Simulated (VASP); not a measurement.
Crystal: MgC2.

```
Mg C
1.0
     3.95078    0.00000    0.00000
     0.00000    3.95078    0.00000
     0.00000    0.00000    4.98709
Mg C
2 4
Cartesian
  1.9754 1.9754 0.0000
  0.0000 0.0000 2.4935
  3.5069 3.5069 0.0000
  2.4193 1.5316 2.4935
  0.4439 0.4439 0.0000
  1.5316 2.4193 2.4935
```

Base run:

- Program: VASP 6.6.1
- Functional: r2SCAN
- Potentials or basis: VASP PAW PBE potentials, release 64 (Mg, C)
- Cutoff: 520 eV
- k mesh: 5 × 5 × 4, shifted
- Occupations: gaussian, width 0.01 eV
- Spin: no spin polarisation

Its results: band gap on the k mesh 3.10 eV (least direct gap 3.33 eV); pressure -2.5 GPa; largest force 0.559 eV/Å.

Q: The run is repeated on the same cell with these changes: functional from r2SCAN to LDA; potentials or basis from VASP PAW PBE potentials, release 64 (Mg, C) to VASP PAW LDA potentials, release 64 (Mg, C). What comes out?

A: Band gap on the k mesh 2.64 eV (least direct gap 2.96 eV); pressure -5.9 GPa; largest force 0.373 eV/Å.

Caveats: a shifted mesh leaves out Γ, where band edges can lie; the PAW data sets were made with another functional, which shifts forces and pressure a little (at least some runs); the cell stands under tension (at least some runs).

A k mesh can miss the band edges.
